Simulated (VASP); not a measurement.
# Ag (Fm-3m) in VASP: notebook, part 2 of 2

VASP 6.6.1. Earlier steps stand in the parts before.

## Step 4: Relaxation of cell and atoms, r2SCAN, target pressure 2 GPa, at which the enthalpy is minimised

This run uses another cell than the first one, of 17.28 Å³/atom.

Contents of POSCAR:

```
Ag
1.0
    0.0000000000      2.0521673962      2.0521673962
    2.0521673962      0.0000000000      2.0521673962
    2.0521673962      2.0521673962      0.0000000000
Ag
1
Direct
    0.0000000000      0.0000000000      0.0000000000
```

Contents of INCAR.step1:

```
ALGO = Normal
EDIFF = 1E-4
ENCUT = 600
GGA = PE
ISMEAR = -1
LASPH = T
LCHARG = F
LREAL = F
LWAVE = T
NELM = 80
PREC = Accurate
SIGMA = 0.08
```

Contents of INCAR.step2:

```
ALGO = Normal
EDIFF = 1E-7
EDIFFG = -0.002
ENCUT = 600
IBRION = 2
ISIF = 3
ISMEAR = -1
ISTART = 1
LASPH = T
LCHARG = F
LMIXTAU = T
LREAL = F
LWAVE = F
METAGGA = R2SCAN
NELM = 80
NSW = 100
PREC = Accurate
PSTRESS = 20.0
SIGMA = 0.08
```

Contents of KPOINTS:

```
k-points
0
Gamma
  24 24 24
```

Potentials or basis: VASP PAW PBE potentials, release 64 (Ag).

Run with:

```bash
$ cat potpaw_PBE.64/Ag/POTCAR > POTCAR
$ cp INCAR.step1 INCAR
$ mpirun -np 1 vasp_std > vasp.out
$ cp INCAR.step2 INCAR
$ mpirun -np 1 vasp_std > vasp.out
```

OUTCAR:

```text
EDIFF = 1E-7
   EDIFFG = -0.002
   ENCUT = 600
   IBRION = 2
   ISIF = 3
   ISMEAR = -1
   ISTART = 1
   LASPH = T
   LREAL = F
   METAGGA = R2SCAN
   NELM = 80
   NSW = 100
   PREC = Accurate
   PSTRESS = 20.0

 ion  position               nearest neighbor table
   1  0.000  0.000  0.000-

  LATTYP: Found a face centered cubic cell.
 ALAT       =     4.1043347924

  Lattice vectors:

 A1 = (   0.0000000000,   2.0521673962,   2.0521673962)
 A2 = (   2.0521673962,   0.0000000000,   2.0521673962)
 A3 = (   2.0521673962,   2.0521673962,   0.0000000000)

Analysis of symmetry for initial positions (statically):
=====================================================================
 Subroutine PRICEL returns:
 Original cell was already a primitive cell.

 Routine SETGRP: Setting up the symmetry group for a
[... 246 lines left out ...]
  free energy    TOTEN  =       -21.35899230 eV

  energy without entropy =      -21.35463208  energy(sigma->0) =      -21.35681219

 E-fermi :   8.5333     XC(G=0): -12.9930

 val. band max:        8.5040679562   @ k =   0.5000   0.0833   0.0000
 cond. band min:       8.5561520664   @ k =   0.5000   0.1667   0.0417
 fundamental gap:      0.0520841102
 Fermi energy:         8.5333388401

 k-point     1 :       0.0000    0.0000    0.0000
  band No.  band energies     occupation
      1       0.4936      2.00000
      2       3.3265      2.00000
      3       3.3265      2.00000
      4       3.3265      2.00000
      5       4.3780      2.00000
      6       4.3780      2.00000
      7      25.1432      0.00000
      8      28.8960      0.00000
      9      28.8960      0.00000
[... 265 lines left out ...]
 k-point    24 :       0.4583    0.0417    0.0000
  band No.  band energies     occupation
      1       1.7800      2.00000
      2       3.2929      2.00000
      3       3.3463      2.00000
      4       5.0013      2.00000
      5       5.1825      2.00000
      6       7.6399      1.99997
      7      13.0398      0.00000
      8      24.4420      0.00000
      9      26.8231      0.00000

 [... further k-points ...]
[... 5 lines left out ...]
  --------------------------------------------------------------------------------------
  -------------------------------------------------------------------------------------
  Total        0.2138441      0.2138441      0.2138441      0.0000000      0.0000000     -0.0000000
  in kB       20.1651344     20.1651344     20.1651344      0.0000000      0.0000000     -0.0000000
  external PRESSURE =       0.1651344 kB  Pullay stress =      20.0000000 kB
[... 20 lines left out ...]
  energy  without entropy=      -21.3546320761  energy(sigma->0) =      -21.35681219

  enthalpy is  TOTEN    =       -21.1468993496 eV   P V=        0.2120929499

 reached required accuracy - stopping structural energy minimisation
```

OUTCAR.step1:

```text
EDIFF = 1E-4
   ENCUT = 600
   GGA = PE
   ISMEAR = -1
   LASPH = T
   LREAL = F
[... 501 lines left out ...]

 POSITION                                       TOTAL-FORCE (eV/Angst)
 -----------------------------------------------------------------------------------
      0.00000      0.00000      0.00000         0.000000      0.000000     -0.000000
 -----------------------------------------------------------------------------------
    total drift:                               -0.000000      0.000000     -0.000000

  FREE ENERGIE OF THE ION-ELECTRON SYSTEM (eV)
  ---------------------------------------------------
  free  energy   TOTEN  =        -2.7163733925 eV

  energy  without entropy=       -2.7117148112  energy(sigma->0) =       -2.71404410
```

OSZICAR.step1:

```text
N       E                     dE             d eps       ncg     rms          rms(c)
DAV:   1     0.491735081888E+02    0.49174E+02   -0.62676E+03  7554   0.125E+03
DAV:   2    -0.254458160621E+01   -0.51718E+02   -0.49491E+02  7629   0.220E+02
DAV:   3    -0.296729305798E+01   -0.42271E+00   -0.42250E+00  8745   0.242E+01
DAV:   4    -0.296821615307E+01   -0.92310E-03   -0.92308E-03  8311   0.104E+00
DAV:   5    -0.296822256356E+01   -0.64105E-05   -0.64102E-05  7672   0.804E-02    0.504E+00
DAV:   6    -0.272693315280E+01    0.24129E+00   -0.11474E+00  7583   0.116E+01    0.329E+00
DAV:   7    -0.271915757236E+01    0.77756E-02   -0.10391E-02  8060   0.114E+00    0.185E+00
DAV:   8    -0.271636511739E+01    0.27925E-02   -0.70959E-04  7638   0.275E-01    0.706E-02
DAV:   9    -0.271637339251E+01   -0.82751E-05   -0.69968E-06  4012   0.275E-02
   1 F= -.27163734E+01 E0= -.27140441E+01  d E =-.465858E-02
```

Wall time 11 min (1 thread of Intel Xeon 8259CL, shared host); peak memory 0.23 GiB.

Results:

```yaml
Free_energy: -21.3590 eV
Relaxed_volume: 16.99 Å³/atom
Relaxed_cell: a = 2.886 Å, b = 2.886 Å, c = 2.886 Å, α = 60.00°, β = 60.00°, γ = 60.00°
Space_group_after_relaxing_to_0.1_Å: Fm-3m (No. 225)
Energy_change_on_relaxing_the_run_minimises_the_enthalpy: +1.9 meV/atom
Ionic_steps: 3
Pressure_after_relaxing: 2.0 GPa
Band_gap_on_the_k_mesh: zero (an odd number of electrons rules out a gap without spin polarisation)
```

Step by step:
```tsv
step	energy change (eV)	largest force (eV/Å)	pressure (GPa)	volume (Å³)
1	0.0000	0.0000	0.11	17.28
2	0.0055	0.0000	3.52	16.78
3	0.0019	0.0000	2.02	16.99
```

Final structure:
```yaml
crystal:
  lattice:
    - [0.00000, 2.04045, 2.04045]
    - [2.04045, 0.00000, 2.04045]
    - [2.04045, 2.04045, 0.00000]
  atoms:
    - { symbol: Ag, position: [0.00000, 0.00000, 0.00000] }
```

Caveat: the cell is relaxed towards a set pressure, so the run minimises the enthalpy, not the energy; the PAW data sets were made with another functional, which shifts forces and pressure a little.

## Step 5: Relaxation of cell and atoms, r2SCAN, target pressure 4 GPa, at which the enthalpy is minimised

This run uses another cell than the first one, of 17.28 Å³/atom.

POSCAR is that of step 4.

Contents of INCAR.step1:

```
PREC     = Accurate       # precision mode
ENCUT    = 600            # plane-wave cutoff, eV
ISMEAR   = -1             # smearing method
SIGMA    = 0.08           # smearing width, eV
LREAL    = F              # projectors in reciprocal space
LASPH    = T              # aspherical terms in the spheres
NELM     = 60             # most SCF steps
GGA      = PE             # functional
ALGO     = Normal         # electronic algorithm
EDIFF    = 1E-4           # SCF threshold, eV
LWAVE    = T              # write WAVECAR
LCHARG   = F              # write CHGCAR
```

Contents of INCAR.step2:

```
PREC     = Accurate       # precision mode
ENCUT    = 600            # plane-wave cutoff, eV
EDIFF    = 1E-6           # SCF threshold, eV
ISMEAR   = -1             # smearing method
SIGMA    = 0.08           # smearing width, eV
LREAL    = F              # projectors in reciprocal space
LASPH    = T              # aspherical terms in the spheres
NELM     = 60             # most SCF steps
ALGO     = Normal         # electronic algorithm
ISIF     = 3              # what is computed and relaxed
LWAVE    = F              # write WAVECAR
LCHARG   = F              # write CHGCAR
METAGGA  = R2SCAN         # meta-GGA
LMIXTAU  = T            
IBRION   = 2              # ionic algorithm
NSW      = 100            # ionic steps
EDIFFG   = -0.002         # ionic threshold
PSTRESS  = 40.0         
ISTART   = 1
```

Contents of KPOINTS:

```
regular mesh
0
Gamma
  24 24 24
```

Run with:

```bash
$ cat potpaw_PBE.64/Ag/POTCAR > POTCAR
$ cp INCAR.step1 INCAR
$ mpirun -np 1 vasp_std > vasp.out
$ cp INCAR.step2 INCAR
$ mpirun -np 1 vasp_std > vasp.out
```

Wall time 10 min (1 thread of Intel Xeon 8259CL, shared host); peak memory 0.23 GiB.

The run converged. Its results:

| Item | Value |
| --- | --- |
| Free energy | -21.3538 eV |
| Relaxed volume | 16.71 Å³/atom |
| Relaxed cell | a = 2.870 Å, b = 2.870 Å, c = 2.870 Å, α = 60.00°, β = 60.00°, γ = 60.00° |
| Space group after relaxing (to 0.1 Å) | Fm-3m (No. 225) |
| Energy change on relaxing (the run minimises the enthalpy) | +7.0 meV/atom |
| Ionic steps | 3 |
| Pressure after relaxing | 4.0 GPa |
| Band gap on the k mesh | zero (an odd number of electrons rules out a gap without spin polarisation) |

The path:
| step | energy change (eV) | largest force (eV/Å) | pressure (GPa) | volume (Å³) |
| --- | --- | --- | --- | --- |
| 1 | 0.0000 | 0.0000 | 0.12 | 17.28 |
| 2 | 0.0236 | 0.0000 | 7.83 | 16.26 |
| 3 | 0.0070 | 0.0000 | 4.02 | 16.71 |

Final structure:
```
Ag
1.0
     0.00000    2.02931    2.02931
     2.02931    0.00000    2.02931
     2.02931    2.02931    0.00000
Ag
1
Direct
  0.00000 0.00000 0.00000
```

Levels at points of the mesh, in eV from the Fermi level:
```tsv
k point	band 2	band 3	band 4	band 5	band 6	band 7	band 8	band 9
(0.00, 0.00, 0.00)	-5.27	-5.27	-5.27	-4.19	-4.19	16.65	20.51	20.51
(0.50, 0.00, 0.00)	-5.30	-5.30	-3.34	-3.34	-0.44	3.77	15.89	18.79
(0.50, 0.50, 0.00)	-6.86	-3.38	-3.12	-3.12	1.66	7.09	11.20	11.20
```

Caveat: the cell is relaxed towards a set pressure, so the run minimises the enthalpy, not the energy; the PAW data sets were made with another functional, which shifts forces and pressure a little.

## Step 6: Overview

```tsv
cell	gap on the mesh (eV)	pressure (GPa)
relaxed from a = 2.889 Å, angles 60.0°, 1 atom	none	0.0
relaxed to 1 GPa from a = 2.902 Å, angles 60.0°, 1 atom	none	1.0
relaxed to 2 GPa from a = 2.902 Å, angles 60.0°, 1 atom	none	2.0
relaxed to 4 GPa from a = 2.902 Å, angles 60.0°, 1 atom	none	4.0
```

Alike in all rows: task relaxation of cell and atoms; level r2SCAN; potentials or basis VASP PAW PBE potentials, release 64 (Ag); no spin polarisation; k mesh 24 × 24 × 24; cutoff (eV) 600; smearing fermi-dirac 0.08 eV.

Caveats: the PAW data sets were made with another functional, which shifts forces and pressure a little; the cell is relaxed towards a set pressure, so the run minimises the enthalpy, not the energy (at least some runs).

Total energies depend on the potentials used, so only differences within one code and one set of settings carry meaning.
